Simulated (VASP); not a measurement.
A run of VASP 6.6.1 is set up as follows.

File INCAR:

```
SYSTEM = Ge
  PREC = Accurate
  ENCUT = 600
  EDIFF = 1E-6
  ISMEAR = 0
  SIGMA = 0.1
  LREAL = .FALSE.
  LASPH = .TRUE.
  NELM = 100
  ALGO = Normal
  ISIF = 3
  LWAVE = .FALSE.
  LCHARG = .FALSE.
  GGA = PE
  IBRION = 2
  NSW = 100
  EDIFFG = -0.01
```

File KPOINTS:

```
Automatic mesh
0
G
  24 24 20
  0 0 0
```

File POSCAR:

```
Ge
1.0
    2.8485211587      0.0000000000      0.0000000000
   -1.4242605793      2.4668916866      0.0000000000
    0.0000000000      0.0000000000      2.8032410663
Ge
1
Direct
    0.0000000000      0.0000000000      0.0000000000
```

Potentials or basis: VASP PAW PBE potentials, release 64 (Ge_d).

Run with:

```bash
$ cat potpaw_PBE.64/Ge_d/POTCAR > POTCAR
$ mpirun -np 1 vasp_std > vasp.out
```

Q: Predict the relaxed volume.

A: 19.33 Å³/atom.

Q: What does it give for the space group after relaxing (to 0.05 Å)?

A: P6/mmm (No. 191).

Step by step:
| step | energy change (eV) | largest force (eV/Å) | pressure (GPa) | volume (Å³) |
| --- | --- | --- | --- | --- |
| 1 | 0.0000 | 0.0000 | -0.84 | 19.70 |
| 2 | -0.0201 | 0.0000 | 0.04 | 19.39 |
| 3 | -0.0202 | 0.0000 | -0.14 | 19.40 |
| 4 | -0.0202 | 0.0000 | -0.04 | 19.35 |
| 5 | -0.0202 | 0.0000 | -0.03 | 19.34 |
| 6 | -0.0202 | 0.0000 | 0.12 | 19.31 |
| 7 | -0.0202 | 0.0000 | 0.05 | 19.33 |
